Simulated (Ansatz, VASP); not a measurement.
**One calculation of C, two programs**

File INCAR:

```
SYSTEM = C
  PREC = Accurate
  ENCUT = 520
  EDIFF = 1E-6
  ISMEAR = 0
  SIGMA = 0.05
  LREAL = .False.
  LASPH = .True.
  NELM = 80
  ALGO = Normal
  ISIF = 2
  LWAVE = .False.
  LCHARG = .False.
  GGA = PE
  NBANDS = 11
```

KPOINTS

```
regular mesh
0
Gamma
  12 12 12
  0 0 0
```

POSCAR

```
C
1.0
    0.0000000000      1.6705809806      1.7958745541
    1.6705809806      0.0000000000      1.7958745541
    1.6705809806      1.6705809806      0.0000000000
C
2
Direct
    0.5000000000      0.5000000000      0.5000000000
    0.7500000000      0.7500000000      0.7500000000
```

Input for Ansatz:

```yaml
crystal:
  lattice:
    - [0.0, 1.6705809806, 1.7958745541]
    - [1.6705809806, 0.0, 1.7958745541]
    - [1.6705809806, 1.6705809806, 0.0]
  atoms:
    - { symbol: C, position: [0.5, 0.5, 0.5] }
    - { symbol: C, position: [0.75, 0.75, 0.75] }
basis:
  ecutwfc: 520.0
kpoints:
  mp_grid: { grid: [12, 12, 12] }
hamiltonian:
  xc: pbe
  pseudopotentials: { kind: paw, azcp: { folder: soft_1 } }
scf:
  occupations: { method: gaussian, width: 0.05 }
output:
  forces: true
  stress: true
  eigenvalues: true
  write_density: true
  write_potential: true
  elf: true
  volumetric_format: npy
```

Alike in both runs: task single point; functional PBE; k mesh 12 × 12 × 12; occupations gaussian, width 0.05 eV; no spin polarisation.

|  | VASP | Ansatz |
| --- | --- | --- |
| version | VASP 6.6.1 | Ansatz 0.2.0 |
| potentials or method | VASP PAW PBE potentials, release 64 (C), cutoff 520 eV | scalar-relativistic, plane waves, PAW |
| valence electrons in the cell | 8 | 8 |

|  | VASP | Ansatz | Ansatz less VASP |
| --- | --- | --- | --- |
| gap on the k mesh at the Fermi level (eV) | 3.46 | 3.47 | +0.011 |
| least direct gap on the mesh (eV) | 5.24 | 5.25 | +0.004 |
